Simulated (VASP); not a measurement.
# Mg (P6_3/mmc) in VASP: notebook, part 2 of 2

VASP 6.6.1. Earlier steps stand in the parts before.

**3. Single point, PBE**

This run uses another cell than the first one: it holds 18 atoms, not 2.

Input file INCAR:

```
PREC = Accurate
ENCUT = 520
EDIFF = 1E-7
ISMEAR = 0
SIGMA = 0.1
LREAL = Auto
LASPH = T
NELM = 100
ALGO = Fast
ISIF = 2
LWAVE = F
LCHARG = F
GGA = PE
NBANDS = 33
```

Input file KPOINTS:

```
regular mesh
0
Gamma
  4 4 4
```

Input file POSCAR:

```
Mg
1.0
   -4.8132675725      2.7789413345     -5.1459161596
    4.8132675776      2.7789413257     -5.1459161596
   -0.0000000051     -5.5578826602     -5.1459161596
Mg
18
Direct
    0.3611111111      0.0277777778      0.3611111111
    0.6944444444      0.0277777778      0.0277777778
    0.0277777778      0.3611111111      0.3611111111
    0.6944444444      0.6944444444      0.3611111111
    0.3611111111      0.3611111111      0.0277777778
    0.0277777778      0.0277777778      0.6944444444
    0.6944444444      0.3611111111      0.6944444444
    0.0277777778      0.6944444444      0.0277777778
    0.3611111111      0.6944444444      0.6944444444
    0.9722222222      0.9722222222      0.3055555556
    0.3055555556      0.9722222222      0.9722222222
    0.6388888889      0.3055555556      0.3055555556
    0.3055555556      0.6388888889      0.3055555556
    0.9722222222      0.3055555556      0.9722222222
    0.6388888889      0.9722222222      0.6388888889
    0.3055555556      0.3055555556      0.6388888889
    0.6388888889      0.6388888889      0.9722222222
    0.9722222222      0.6388888889      0.6388888889
```

Potentials or basis: VASP PAW PBE potentials, release 64 (Mg).

Started as:

```console
$ cat potpaw_PBE.64/Mg/POTCAR > POTCAR
$ mpirun -np 1 vasp_std > vasp.out
```

OUTCAR:

```text
PREC = Accurate
   ENCUT = 520
   EDIFF = 1E-7
   ISMEAR = 0
   LREAL = Auto
   LASPH = T
   NELM = 100
   ISIF = 2
   GGA = PE

 ion  position               nearest neighbor table
   1  0.361  0.028  0.361-  13 3.17  11 3.17  10 3.17  15 3.17  12 3.17  16 3.17   2 3.21   6 3.21
                             5 3.21   3 3.21   9 3.21   4 3.21
   2  0.694  0.028  0.028-  11 3.17  15 3.17  17 3.17  14 3.17  10 3.17  12 3.17   1 3.21   5 3.21
                             7 3.21   4 3.21   6 3.21   8 3.21
   3  0.028  0.361  0.361-  12 3.17  14 3.17  10 3.17  18 3.17  13 3.17  16 3.17   5 3.21   6 3.21
                             8 3.21   1 3.21   7 3.21   4 3.21
   4  0.694  0.694  0.361-  13 3.17  12 3.17  17 3.17  10 3.17  15 3.17  18 3.17   9 3.21   7 3.21
                             8 3.21   2 3.21   3 3.21   1 3.21
   5  0.361  0.361  0.028-  16 3.17  14 3.17  11 3.17  17 3.17  13 3.17  12 3.17   3 3.21   1 3.21
                             2 3.21   8 3.21   7 3.21   9 3.21
   6  0.028  0.028  0.694-  10 3.17  15 3.17  18 3.17  14 3.17  11 3.17  16 3.17   1 3.21   3 3.21
                             7 3.21   9 3.21   2 3.21   8 3.21
   7  0.694  0.361  0.694-  12 3.17  16 3.17  15 3.17  18 3.17  17 3.17  14 3.17   4 3.21   9 3.21
                             5 3.21   3 3.21   2 3.21   6 3.21
   8  0.028  0.694  0.028-  14 3.17  18 3.17  17 3.17  11 3.17  10 3.17  13 3.17   3 3.21   5 3.21
                             4 3.21   9 3.21   6 3.21   2 3.21
   9  0.361  0.694  0.694-  13 3.17  16 3.17  18 3.17  15 3.17  11 3.17  17 3.17   4 3.21   7 3.21
[... 5 lines left out ...]
  12  0.639  0.306  0.306-   7 3.17   4 3.17   3 3.17   1 3.17   2 3.17   5 3.17  16 3.21  13 3.21
                            14 3.21  15 3.21  17 3.21  10 3.21
  13  0.306  0.639  0.306-   9 3.17   4 3.17   1 3.17   3 3.17   5 3.17   8 3.17  16 3.21  12 3.21
                            17 3.21  18 3.21  11 3.21  10 3.21
  14  0.972  0.306  0.972-   8 3.17   3 3.17   5 3.17   2 3.17   6 3.17   7 3.17  18 3.21  17 3.21
                            16 3.21  12 3.21  10 3.21  11 3.21
  15  0.639  0.972  0.639-   7 3.17   2 3.17   6 3.17   1 3.17   9 3.17   4 3.17  11 3.21  10 3.21
                            17 3.21  18 3.21  12 3.21  16 3.21
  16  0.306  0.306  0.639-   7 3.17   9 3.17   5 3.17   6 3.17   1 3.17   3 3.17  12 3.21  13 3.21
                            14 3.21  11 3.21  18 3.21  15 3.21
  17  0.639  0.639  0.972-   4 3.17   8 3.17   2 3.17   5 3.17   7 3.17   9 3.17  18 3.21  15 3.21
                            11 3.21  14 3.21  13 3.21  12 3.21
  18  0.972  0.639  0.639-   9 3.17   8 3.17   6 3.17   3 3.17   7 3.17   4 3.17  17 3.21  14 3.21
                            10 3.21  15 3.21  13 3.21  16 3.21

  LATTYP: Found a trigonal (rhomboedric) cell.
 ALAT       =     7.5743324978
 COS(alpha) =     0.1923535760

  Lattice vectors:

 A1 = (  -4.8132675725,   2.7789413345,  -5.1459161596)
 A2 = (   4.8132675776,   2.7789413257,  -5.1459161596)
 A3 = (  -0.0000000051,  -5.5578826602,  -5.1459161596)

Analysis of symmetry for initial positions (statically):
=====================================================================
 Subroutine PRICEL returns following result:

  LATTYP: Found a hexagonal cell.
 ALAT       =     3.2088450497
 C/A-ratio  =     1.6036661415

  Lattice vectors:

 A1 = (   1.6044225223,  -2.7789413313,   0.0000000000)
 A2 = (  -3.2088450497,   0.0000000029,   0.0000000000)
 A3 = (   0.0000000000,  -0.0000000006,  -5.1459161596)

   9 primitive cells build up your supercell.

 Routine SETGRP: Setting up the symmetry group for a
 trigonal (rhombohedral) supercell.
[... 100 lines left out ...]
   k-points           NKPTS =     13   k-points in BZ     NKDIM =     13   number of bands    NBANDS=     33
   number of dos      NEDOS =    301   number of ions     NIONS =     18
   total plane-waves  NPLWV = 175616
   dimension x,y,z NGX =    56 NGY =   56 NGZ =   56
   dimension x,y,z NGXF=   112 NGYF=  112 NGZF=  112
   ions per type =              18
   NGX,Y,Z   is equivalent  to a cutoff of  12.29, 12.29, 12.29 a.u.
   NGXF,Y,Z  is equivalent  to a cutoff of  24.58, 24.58, 24.58 a.u.
 SYSTEM =  unknown system
   PREC   = accura    normal or accurate (medium, high low for compatibility)
   ISTART =      0    job   : 0-new  1-cont  2-samecut
   ICHARG =      2    charge: 1-file 2-atom 10-const
   ISPIN  =      1    spin polarized calculation?
   LNONCOLLINEAR =      F non collinear calculations
   LSORBIT =      F    spin-orbit coupling
   LASPH  =      T    aspherical Exc in radial PAW
   ENCUT  =  520.0 eV  38.22 Ry    6.18 a.u.  14.08 14.08 14.08*2*pi/ulx,y,z
   NELM   =    100;   NELMIN=  2; NELMDL= -5     # of ELM steps
   EDIFF  = 0.1E-06   stopping-criterion for ELM
   LREAL  =      T    real-space projection
   EDIFFG = 0.1E-05   stopping-criterion for IOM
   NSW    =      0    number of steps for IOM
   IBRION =     -1    ionic relax: 0-MD 1-quasi-New 2-CG
   NFREE  =      0    steps in history (QN), initial steepest desc. (CG)
   ISIF   =      2    stress and relaxation
   ISYM   =      2    0-nonsym 1-usesym 2-fastsym
   POTIM  = 0.5000    time-step for ionic-motion
   TEBEG  =    0.0;   TEEND  =   0.0 temperature during run
   PSTRESS=    0.0 pullay stress
   NELECT =      36.0000    total number of electrons
   NUPDOWN=      -1.0000    fix difference up-down
   EMIN   =  10.00;   EMAX   =-10.00  energy-range for DOS
   EFERMI =   0.00;   METHOD = LEGACY
   ISMEAR =     0;   SIGMA  =   0.10  broadening in eV -4-tet -1-fermi 0-gaus
   EFERMI_NEDOS =   21; number of points for ismear=-14 and -15
   IALGO  =     68    algorithm
   IMIX   =      4    mixing-type and parameters
     AMIX     =   0.40;   BMIX     =  1.00
     AMIX_MAG =   1.60;   BMIX_MAG =  1.00
  volume/ion in A,a.u.               =      22.94       154.83
  Fermi-wavevector in a.u.,A,eV,Ry     =   0.725880  1.371713  7.168925  0.526901
  Thomas-Fermi vector in A             =   1.816712
   LORBIT       =      0    0 simple, 1 ext, 2 COOP (PROOUT), +10 PAW based schemes
   GGA     = PE    functional components
   LHFCALC =     F    Hartree Fock is set to
   AEXX    =    0.0000 exact exchange contribution
   IVDW    =     0    specifies the selected vdW correction
   LEPSILON=     F    determine dielectric tensor
   LRPA    =     F    only Hartree local field effects (RPA)
 non-spin polarized calculation
 RMM-DIIS sequential band-by-band and
 Gauss-broadening in eV      SIGMA  =   0.10
  energy-cutoff  :      520.00
  volume of cell :      412.98
 maximum number of plane-waves:     11140
   NGX = 29   NGY = 29   NGZ = 29

 number of electron      36.0000000 magnetization

 Free energy of the ion-electron system (eV)
  ---------------------------------------------------
  ext. energy  EPLUGINS =         0.00000000
  ---------------------------------------------------
  free energy    TOTEN  =       -27.14047673 eV

  energy without entropy =      -27.07988299  energy(sigma->0) =      -27.11017986

 E-fermi :   2.5263     XC(G=0):  -8.4929

 val. band max:        2.5051526087   @ k =   0.5000  -0.0000   0.0000
 cond. band min:       2.5587613022   @ k =  -0.2500   0.5000   0.2500
 fundamental gap:      0.0536086936
 Fermi energy:         2.5262749125

 k-point     1 :       0.0000    0.0000    0.0000
  band No.  band energies     occupation
      1      -4.2980      2.00000
      2      -1.5336      2.00000
      3      -1.5336      2.00000
      4      -1.5336      2.00000
      5      -1.5336      2.00000
      6      -1.5336      2.00000
[... 418 lines left out ...]
     29       4.1431      0.00000
     30       4.1431      0.00000
 [bands above 30 left out]

------------------------ aborting loop because EDIFF is reached ----------------------------------------

  FORCE on cell =-STRESS in cart. coord.  units (eV):
  Direction    XX          YY          ZZ          XY          YZ          ZX
  --------------------------------------------------------------------------------------
  -------------------------------------------------------------------------------------
  Total        0.1931197      0.1931197     -1.3830972      0.0000000     -0.0000000      0.0000000
  in kB        0.7492105      0.7492105     -5.3657440      0.0000000     -0.0000000      0.0000000
  external PRESSURE =      -1.2891077 kB  Pullay stress =       0.0000000 kB

 VOLUME and BASIS-vectors are now :
 -----------------------------------------------------------------------------
  energy-cutoff  :      520.00
  volume of cell :      412.98
      direct lattice vectors                 reciprocal lattice vectors
    -4.813267573  2.778941334 -5.145916160    -0.103879535  0.059974878 -0.064776285
     4.813267578  2.778941326 -5.145916160     0.103879536  0.059974878 -0.064776285
    -0.000000005 -5.557882660 -5.145916160    -0.000000000 -0.119949756 -0.064776285

 POSITION                                       TOTAL-FORCE (eV/Angst)
 -----------------------------------------------------------------------------------
     -1.60442     -0.92631     -3.85944        -0.000000     -0.000000     -0.000206
     -3.20885      1.85263     -3.85944        -0.000000     -0.000000     -0.000206
      1.60442     -0.92631     -3.85944        -0.000000      0.000000     -0.000206
      0.00000      1.85263     -9.00535        -0.000000      0.000000     -0.000206
      0.00000      1.85263     -3.85944        -0.000000      0.000000     -0.000206
     -0.00000     -3.70526     -3.85944        -0.000000     -0.000000     -0.000206
[... 10 lines left out ...]
     -0.00000     -1.85263    -11.57831         0.000000      0.000000      0.000206
     -1.60442      0.92631    -11.57831         0.000000      0.000000      0.000206
 -----------------------------------------------------------------------------------
    total drift:                                0.000000     -0.000000     -0.000000

  FREE ENERGIE OF THE ION-ELECTRON SYSTEM (eV)
  ---------------------------------------------------
  free  energy   TOTEN  =       -27.1404767293 eV

  energy  without entropy=      -27.0798829873  energy(sigma->0) =      -27.11017986
```

It took 6.9 min on 1 thread of AMD EPYC 7R13, shared host; peak memory 0.42 GiB.

Results:

- Free energy: -27.1405 eV
- Pressure: -0.1 GPa
- Band gap on the k mesh: zero (bands 18 and 19 overlap by 0.85 eV)

Stress tensor (GPa, compression positive):
```
 0.07  0.00  0.00
 0.00  0.07  0.00
 0.00  0.00 -0.54
```
